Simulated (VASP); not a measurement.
# BeS (F-43m) in VASP: notebook, part 2 of 2

VASP 6.6.1. Earlier steps stand in the parts before.

### 4 Single point, r2SCAN

This run uses another cell than the first one, of 12.77 Å³/atom.

The input, POSCAR:

```
BeS
1.0
    2.3371294885      2.3371294885      0.0000000000
   -2.3371294885      2.3371294885      0.0000000000
    0.0000000000      2.3371294885      2.3371294885
Be S
1 1
Direct
    0.0000000000      0.0000000000      0.0000000000
    0.7500000000      0.2500000000      0.5000000000
```

The input, INCAR.step1:

```
SYSTEM = BeS
PREC     = Accurate       ! precision mode
ENCUT    = 520            ! plane-wave cutoff, eV
ISMEAR   = 0              ! smearing method
SIGMA    = 0.01           ! smearing width, eV
LREAL    = .False.        ! projectors in reciprocal space
LASPH    = .True.         ! aspherical terms in the spheres
NELM     = 100            ! most SCF steps
NBANDS   = 11             ! bands
GGA      = PE             ! functional
ALGO     = Normal         ! electronic algorithm
EDIFF    = 1E-4           ! SCF threshold, eV
LWAVE    = .True.         ! write WAVECAR
LCHARG   = .False.        ! write CHGCAR
```

The input, INCAR.step2:

```
SYSTEM = BeS
PREC     = Accurate       ! precision mode
ENCUT    = 520            ! plane-wave cutoff, eV
EDIFF    = 1E-7           ! SCF threshold, eV
ISMEAR   = 0              ! smearing method
SIGMA    = 0.01           ! smearing width, eV
LREAL    = .False.        ! projectors in reciprocal space
LASPH    = .True.         ! aspherical terms in the spheres
NELM     = 100            ! most SCF steps
ALGO     = Normal         ! electronic algorithm
ISIF     = 2              ! what is computed and relaxed
LWAVE    = .False.        ! write WAVECAR
LCHARG   = .False.        ! write CHGCAR
METAGGA  = R2SCAN         ! meta-GGA
LMIXTAU  = .True.       
NBANDS   = 11             ! bands
ISTART   = 1
```

The input, KPOINTS:

```
regular mesh
0
Gamma
  8 8 8
  0 0 0
```

Potentials or basis: VASP PAW PBE potentials, release 64 (Be, S).

Run with:

```
$ cat potpaw_PBE.64/Be/POTCAR potpaw_PBE.64/S/POTCAR > POTCAR
$ cp INCAR.step1 INCAR
$ mpirun -np 1 vasp_std > vasp.out
$ cp INCAR.step2 INCAR
$ mpirun -np 1 vasp_std > vasp.out
```

OUTCAR:

```text
SYSTEM = BeS
   PREC = Accurate
   ENCUT = 520
   EDIFF = 1E-7
   ISMEAR = 0
   LREAL = .False.
   LASPH = .True.
   NELM = 100
   ISIF = 2
   METAGGA = R2SCAN
   ISTART = 1

 ion  position               nearest neighbor table
   1  0.000  0.000  0.000-   2 2.02   2 2.02   2 2.02   2 2.02
   2  0.750  0.250  0.500-   1 2.02   1 2.02   1 2.02   1 2.02

  LATTYP: Found a face centered cubic cell.
 ALAT       =     4.6742589770

  Lattice vectors:

 A1 = (   0.0000000000,   2.3371294885,   2.3371294885)
 A2 = (   2.3371294885,   0.0000000000,   2.3371294885)
 A3 = (   2.3371294885,   2.3371294885,   0.0000000000)

Analysis of symmetry for initial positions (statically):
=====================================================================
 Subroutine PRICEL returns:
 Original cell was already a primitive cell.

 Routine SETGRP: Setting up the symmetry group for a
 face centered cubic supercell.

 Subroutine GETGRP returns: Found 24 space group operations
 (whereof 24 operations were pure point group operations)
 out of a pool of 48 trial point group operations.

[... 172 lines left out ...]
      1      -9.9358      2.00000
      2       5.1914      2.00000
      3       5.1914      2.00000
      4       5.1914      2.00000
      5      11.3483      0.00000
      6      11.3483      0.00000
      7      11.3483      0.00000
      8      12.9235      0.00000
      9      18.8157      0.00000
     10      18.8157      0.00000
     11      22.0284      0.00000
[... 309 lines left out ...]
 k-point    24 :       0.5000    0.2500    0.1250
  band No.  band energies     occupation
      1      -7.5738      2.00000
      2      -0.9427      2.00000
      3       1.9546      2.00000
      4       2.9919      2.00000
      5      11.7445      0.00000
      6      12.6402      0.00000
      7      15.5616      0.00000
      8      16.9354      0.00000
      9      18.0355      0.00000
     10      22.1588      0.00000
     11      23.1774      0.00000

 [... further k-points ...]

------------------------ aborting loop because EDIFF is reached ----------------------------------------

  FORCE on cell =-STRESS in cart. coord.  units (eV):
  Direction    XX          YY          ZZ          XY          YZ          ZX
  --------------------------------------------------------------------------------------
  -------------------------------------------------------------------------------------
  Total        2.4278826      2.4278826      2.4278826     -0.0000000     -0.0000000      0.0000000
  in kB      152.3561332    152.3561332    152.3561332     -0.0000000     -0.0000000      0.0000000
  external PRESSURE =     152.3561332 kB  Pullay stress =       0.0000000 kB

 VOLUME and BASIS-vectors are now :
 -----------------------------------------------------------------------------
  energy-cutoff  :      520.00
  volume of cell :       25.53
      direct lattice vectors                 reciprocal lattice vectors
     2.337129489  2.337129489  0.000000000     0.213937654  0.213937654 -0.213937654
    -2.337129489  2.337129489  0.000000000    -0.213937654  0.213937654 -0.213937654
     0.000000000  2.337129489  2.337129489     0.000000000  0.000000000  0.427875308

 POSITION                                       TOTAL-FORCE (eV/Angst)
 -----------------------------------------------------------------------------------
      0.00000      0.00000      0.00000         0.000000      0.000000      0.000000
      1.16856      3.50569      1.16856        -0.000000     -0.000000      0.000000
 -----------------------------------------------------------------------------------
    total drift:                                0.000000      0.000000     -0.000000

  FREE ENERGIE OF THE ION-ELECTRON SYSTEM (eV)
  ---------------------------------------------------
  free  energy   TOTEN  =       -14.6389140151 eV

  energy  without entropy=      -14.6389140151  energy(sigma->0) =      -14.63891402
```

OSZICAR.step1:

```text
N       E                     dE             d eps       ncg     rms          rms(c)
DAV:   1     0.192287469596E+02    0.19229E+02   -0.39308E+03   638   0.627E+02
DAV:   2    -0.914521276696E+01   -0.28374E+02   -0.26847E+02   896   0.117E+02
DAV:   3    -0.101081931007E+02   -0.96298E+00   -0.96096E+00   794   0.209E+01
DAV:   4    -0.101134825208E+02   -0.52894E-02   -0.52885E-02   806   0.184E+00
DAV:   5    -0.101135240848E+02   -0.41564E-04   -0.41564E-04   845   0.154E-01    0.663E+00
DAV:   6    -0.992839421251E+01    0.18513E+00   -0.11870E-01   765   0.186E+00    0.446E+00
DAV:   7    -0.986544022182E+01    0.62954E-01   -0.16882E-01   839   0.225E+00    0.966E-01
DAV:   8    -0.986637840344E+01   -0.93818E-03   -0.76564E-03   754   0.502E-01    0.133E-01
DAV:   9    -0.986642294690E+01   -0.44543E-04   -0.42425E-04   795   0.136E-01
   1 F= -.98664229E+01 E0= -.98664229E+01  d E =-.844969E-74
```

Wall time 73 s (1 thread of Intel Xeon 8259CL, shared host); peak memory 0.16 GiB.

What came out:

```yaml
Free_energy: -14.6389 eV
Pressure: 15.2 GPa
Band_gap_on_the_k_mesh: 3.29 eV (least direct gap 6.16 eV)
```

Caveat: the cell stands under pressure; the PAW data sets were made with another functional, which shifts forces and pressure a little. A k mesh can miss the band edges.

### 5 Single point, r2SCAN

This run uses another cell than the first one, of 13.22 Å³/atom.

The input, POSCAR:

```
BeS
1.0
    2.3647110050      2.3647110050      0.0000000000
   -2.3647110050      2.3647110050      0.0000000000
    0.0000000000      2.3647110050      2.3647110050
Be S
1 1
Direct
    0.0000000000      0.0000000000      0.0000000000
    0.7500000000      0.2500000000      0.5000000000
```

The input, INCAR.step1:

```
  PREC = Accurate
  ENCUT = 520
  ISMEAR = 0
  SIGMA = 0.01
  LREAL = F
  LASPH = T
  NELM = 60
  NBANDS = 11
  GGA = PE
  ALGO = Normal
  EDIFF = 1E-4
  LWAVE = T
  LCHARG = F
```

The input, INCAR.step2:

```
  PREC = Accurate
  ENCUT = 520
  EDIFF = 1E-6
  ISMEAR = 0
  SIGMA = 0.01
  LREAL = F
  LASPH = T
  NELM = 60
  ALGO = Normal
  ISIF = 2
  LWAVE = F
  LCHARG = F
  METAGGA = R2SCAN
  LMIXTAU = T
  NBANDS = 11
  ISTART = 1
```

The input, KPOINTS:

```
regular mesh
0
Gamma
  8 8 8
```

Run with:

```
$ cat potpaw_PBE.64/Be/POTCAR potpaw_PBE.64/S/POTCAR > POTCAR
$ cp INCAR.step1 INCAR
$ mpirun -np 1 vasp_std > vasp.out
$ cp INCAR.step2 INCAR
$ mpirun -np 1 vasp_std > vasp.out
```

Run time: 70 s. Hardware: 1 thread of Intel Xeon 8259CL, shared host; peak memory 0.16 GiB.

Results (log left out):

* Free energy: -14.7117 eV
* Pressure: 10.3 GPa
* Band gap on the k mesh: 3.39 eV (least direct gap 6.20 eV)

Levels at points of the mesh, in eV from the valence-band top:
| k point | band 2 | band 3 | band 4 | band 5 | band 6 | band 7 |
| --- | --- | --- | --- | --- | --- | --- |
| (0.00, 0.00, 0.00) | 0.00 | 0.00 | 0.00 | 6.20 | 6.20 | 6.20 |
| (0.50, 0.00, 0.00) | -6.49 | -1.17 | -1.17 | 6.38 | 7.09 | 7.09 |
| (0.50, 0.50, 0.00) | -5.61 | -3.00 | -3.00 | 3.39 | 5.30 | 14.48 |

Caveat: the cell stands under pressure; the PAW data sets were made with another functional, which shifts forces and pressure a little. A k mesh can miss the band edges.

### 6 Single point, r2SCAN

This run uses another cell than the first one, of 13.54 Å³/atom.

The input, POSCAR:

```
BeS
1.0
    2.3832033605      2.3832033605      0.0000000000
   -2.3832033605      2.3832033605      0.0000000000
    0.0000000000      2.3832033605      2.3832033605
Be S
1 1
Direct
    0.0000000000      0.0000000000      0.0000000000
    0.7500000000      0.2500000000      0.5000000000
```

The input, INCAR.step1:

```
SYSTEM = BeS
  PREC = Accurate
  ENCUT = 520
  ISMEAR = 0
  SIGMA = 0.01
  LREAL = .False.
  LASPH = .True.
  NELM = 60
  NBANDS = 11
  GGA = PE
  ALGO = Normal
  EDIFF = 1E-4
  LWAVE = .True.
  LCHARG = .False.
```

The input, INCAR.step2:

```
SYSTEM = BeS
  PREC = Accurate
  ENCUT = 520
  EDIFF = 1E-7
  ISMEAR = 0
  SIGMA = 0.01
  LREAL = .False.
  LASPH = .True.
  NELM = 60
  ALGO = Normal
  ISIF = 2
  LWAVE = .False.
  LCHARG = .True.
  METAGGA = R2SCAN
  LMIXTAU = .True.
  LELF = .True.
  LVHAR = .True.
  NBANDS = 11
  ISTART = 1
```

The input, KPOINTS:

```
regular mesh
0
Gamma
  8 8 8
  0 0 0
```

Potentials or basis: VASP PAW PBE potentials, release 64 (Be, S).

Run with:

```
$ cat potpaw_PBE.64/Be/POTCAR potpaw_PBE.64/S/POTCAR > POTCAR
$ cp INCAR.step1 INCAR
$ mpirun -np 1 vasp_std > vasp.out
$ cp INCAR.step2 INCAR
$ mpirun -np 1 vasp_std > vasp.out
```

OUTCAR:

```text
SYSTEM = BeS
   PREC = Accurate
   ENCUT = 520
   EDIFF = 1E-7
   ISMEAR = 0
   LREAL = .False.
   LASPH = .True.
   NELM = 60
   ISIF = 2
   METAGGA = R2SCAN
   ISTART = 1

 ion  position               nearest neighbor table
   1  0.000  0.000  0.000-   2 2.06   2 2.06   2 2.06   2 2.06
   2  0.750  0.250  0.500-   1 2.06   1 2.06   1 2.06   1 2.06

  LATTYP: Found a face centered cubic cell.
 ALAT       =     4.7664067210

  Lattice vectors:

 A1 = (   0.0000000000,   2.3832033605,   2.3832033605)
 A2 = (   2.3832033605,   0.0000000000,   2.3832033605)
 A3 = (   2.3832033605,   2.3832033605,   0.0000000000)

Analysis of symmetry for initial positions (statically):
=====================================================================
 Subroutine PRICEL returns:
 Original cell was already a primitive cell.

 Routine SETGRP: Setting up the symmetry group for a
 face centered cubic supercell.

 Subroutine GETGRP returns: Found 24 space group operations
 (whereof 24 operations were pure point group operations)
 out of a pool of 48 trial point group operations.

The static configuration has the point symmetry T_d .

Analysis of symmetry for dynamics (positions and initial velocities):
=====================================================================
 Subroutine PRICEL returns:
 Original cell was already a primitive cell.

 Routine SETGRP: Setting up the symmetry group for a
 face centered cubic supercell.

 Subroutine GETGRP returns: Found 24 space group operations
 (whereof 24 operations were pure point group operations)
 out of a pool of 48 trial point group operations.

The dynamic configuration has the point symmetry T_d .

 Subroutine INISYM returns: Found 24 space group operations
 (whereof 24 operations are pure point group operations),
 and found     1 'primitive' translations

----------------------------------------------------------------------------------------

[... 119 lines left out ...]
   AEXX    =    0.0000 exact exchange contribution
   IVDW    =     0    specifies the selected vdW correction
   LEPSILON=     F    determine dielectric tensor
   LRPA    =     F    only Hartree local field effects (RPA)
 non-spin polarized calculation
 Gauss-broadening in eV      SIGMA  =   0.01
  energy-cutoff  :      520.00
  volume of cell :       27.07
 maximum number of plane-waves:       745
 NGX is ok and might be reduce to    28
   NGX = 13   NGY = 13   NGZ = 13

 number of electron       8.0000001 magnetization

 Free energy of the ion-electron system (eV)
  ---------------------------------------------------
  ext. energy  EPLUGINS =         0.00000000
  ---------------------------------------------------
  free energy    TOTEN  =       -14.74599304 eV

  energy without entropy =      -14.74599304  energy(sigma->0) =      -14.74599304

 E-fermi :   4.6660     XC(G=0): -10.4123

 val. band max:        4.5266331636   @ k =   0.0000   0.0000   0.0000
 cond. band min:       7.9749291342   @ k =   0.5000   0.5000   0.0000
 fundamental gap:      3.4482959706
 Fermi energy:         4.6660415527

 k-point     1 :       0.0000    0.0000    0.0000
  band No.  band energies     occupation
      1     -10.1471      2.00000
      2       4.5266      2.00000
      3       4.5266      2.00000
      4       4.5266      2.00000
      5      10.7448      0.00000
      6      10.7448      0.00000
      7      10.7448      0.00000
      8      11.6962      0.00000
      9      18.0471      0.00000
     10      18.0471      0.00000
     11      20.8721      0.00000
[... 309 lines left out ...]
 k-point    24 :       0.5000    0.2500    0.1250
  band No.  band energies     occupation
      1      -8.0004      2.00000
      2      -1.2115      2.00000
      3       1.5008      2.00000
      4       2.5038      2.00000
      5      11.1318      0.00000
      6      11.8612      0.00000
      7      14.6400      0.00000
      8      16.0144      0.00000
      9      17.0992      0.00000
     10      21.1199      0.00000
     11      22.0036      0.00000

 [... further k-points ...]

------------------------ aborting loop because EDIFF is reached ----------------------------------------

  FORCE on cell =-STRESS in cart. coord.  units (eV):
  Direction    XX          YY          ZZ          XY          YZ          ZX
  --------------------------------------------------------------------------------------
  -------------------------------------------------------------------------------------
  Total        1.2315121      1.2315121      1.2315121      0.0000000      0.0000000      0.0000000
  in kB       72.8846318     72.8846318     72.8846318      0.0000000      0.0000000      0.0000000
  external PRESSURE =      72.8846318 kB  Pullay stress =       0.0000000 kB

 VOLUME and BASIS-vectors are now :
 -----------------------------------------------------------------------------
  energy-cutoff  :      520.00
  volume of cell :       27.07
      direct lattice vectors                 reciprocal lattice vectors
     2.383203361  2.383203361  0.000000000     0.209801651  0.209801651 -0.209801651
    -2.383203361  2.383203361  0.000000000    -0.209801651  0.209801651 -0.209801651
     0.000000000  2.383203361  2.383203361     0.000000000  0.000000000  0.419603302

 POSITION                                       TOTAL-FORCE (eV/Angst)
 -----------------------------------------------------------------------------------
      0.00000      0.00000      0.00000        -0.000000      0.000000     -0.000000
      1.19160      3.57481      1.19160         0.000000     -0.000000      0.000000
 -----------------------------------------------------------------------------------
    total drift:                               -0.000000      0.000000     -0.000000

  FREE ENERGIE OF THE ION-ELECTRON SYSTEM (eV)
  ---------------------------------------------------
  free  energy   TOTEN  =       -14.7459930363 eV

  energy  without entropy=      -14.7459930363  energy(sigma->0) =      -14.74599304
```

OUTCAR.step1:

```text
SYSTEM = BeS
   PREC = Accurate
   ENCUT = 520
   ISMEAR = 0
   LREAL = .False.
   LASPH = .True.
[... 558 lines left out ...]
      0.00000      0.00000      0.00000        -0.000000      0.000000      0.000000
      1.19160      3.57481      1.19160         0.000000     -0.000000      0.000000
 -----------------------------------------------------------------------------------
    total drift:                                0.000000      0.000000      0.000000

  FREE ENERGIE OF THE ION-ELECTRON SYSTEM (eV)
  ---------------------------------------------------
  free  energy   TOTEN  =        -9.9718923618 eV

  energy  without entropy=       -9.9718923618  energy(sigma->0) =       -9.97189236
```

Wall time 89 s (1 thread of Intel Xeon 8259CL, shared host); peak memory 0.16 GiB.

Results:

```yaml
Free_energy: -14.7460 eV
Pressure: 7.3 GPa
Band_gap_on_the_k_mesh: 3.45 eV (least direct gap 6.22 eV)
```

Caveat: the cell stands under pressure; the PAW data sets were made with another functional, which shifts forces and pressure a little. A k mesh can miss the band edges.

### 7 The runs side by side

| task | cell | cutoff (eV) | gap on the mesh (eV) | pressure (GPa) |
| --- | --- | --- | --- | --- |
| relaxation of cell and atoms | relaxed to 10 GPa from a = 3.443 Å, angles 60.0, 60.0, 90.0°, 2 atoms | 600 | 3.39 | 10.0 |
| relaxation of cell and atoms | relaxed to 15 GPa from a = 3.443 Å, angles 60.0, 60.0, 90.0°, 2 atoms | 600 | 3.30 | 15.0 |
| single point | a = 3.305 Å, angles 60.0, 60.0, 90.0°, 2 atoms | 520 | 3.29 | 15.2 |
| single point | a = 3.344 Å, angles 60.0, 60.0, 90.0°, 2 atoms | 520 | 3.39 | 10.3 |
| single point | a = 3.370 Å, angles 60.0, 60.0, 90.0°, 2 atoms | 520 | 3.45 | 7.3 |

Alike in all rows: level r2SCAN; potentials or basis VASP PAW PBE potentials, release 64 (Be, S); no spin polarisation; k mesh 8 × 8 × 8; smearing gaussian 0.01 eV.

Caveats: the PAW data sets were made with another functional, which shifts forces and pressure a little; the cell stands under pressure (at least some runs); the cell is relaxed towards a set pressure, so the run minimises the enthalpy, not the energy (at least some runs).

Total energies depend on the potentials used, so only differences within one code and one set of settings carry meaning.
